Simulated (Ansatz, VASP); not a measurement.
## BeS: VASP beside Ansatz

```xyz
6
Lattice="4.8363 0.0000 0.0000 -2.4181 4.1883 0.0000 0.0000 0.0000 3.9440" Properties=species:S:1:pos:R:3 pbc="T T T"
Be    2.4181    0.0000    0.0000
Be   -1.2091    2.0942    0.0000
Be    1.2091    2.0942    0.0000
S     0.0000    2.7922    1.9720
S     2.4181    1.3961    1.9720
S     0.0000    0.0000    1.9720
```

Alike in both runs: functional PBE; k mesh 3 × 3 × 2; occupations gaussian, width 0.15 eV; no spin polarisation.

Ansatz relaxed the structure, and its values are those at the end. VASP's run is a single point on that final structure, the one shown.

```csv
,VASP,Ansatz
version,VASP 6.6.1,Ansatz 0.2.0
potentials or method,"VASP PAW PBE potentials, release 64 (Be, S), cutoff 600 eV","scalar-relativistic, plane waves, PAW"
valence electrons in the cell,24,24
```

|  | VASP | Ansatz | Ansatz less VASP |
| --- | --- | --- | --- |
| gap on the k mesh at the Fermi level (eV) | none | none | - |
| pressure (GPa) | 0.3 | 0.3 | +0.01 |

A gap of «none» marks a metal or a gap that the smearing closes.

The k mesh is coarse, so the values compare programs but aren't converged.
